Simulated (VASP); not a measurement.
Here is a VASP 6.6.1 calculation.

File INCAR:

```
PREC = Accurate
ENCUT = 600
EDIFF = 1E-6
ISMEAR = 0
SIGMA = 0.01
LREAL = False
LASPH = True
NELM = 120
ALGO = Normal
ISIF = 2
LWAVE = False
LCHARG = False
GGA = PE
NBANDS = 11
GGA_COMPAT = False
```

The input KPOINTS:

```
Automatic mesh
0
Gamma
  8 8 8
```

The input POSCAR:

```
SiC
1.0
    0.0000000000      2.2115461914      2.2115461914
    2.2115461914      0.0000000000      2.2115461914
    2.2115461914      2.2115461914      0.0000000000
Si C
1 1
Direct
    0.2500000000      0.2500000000      0.2500000000
    0.0000000000      0.0000000000      0.0000000000
```

Potentials or basis: VASP PAW PBE potentials, release 64 (Si, C).

The run is started by

```sh
$ cat potpaw_PBE.64/Si/POTCAR potpaw_PBE.64/C/POTCAR > POTCAR
$ mpirun -np 1 vasp_std > vasp.out
```

(1) Predict the band gap on the k mesh.

(2) Estimate the pressure.

## Answers

(1) 1.40 eV (least direct gap 4.50 eV).

(2) -6.1 GPa.

Caveat: the cell stands under tension.
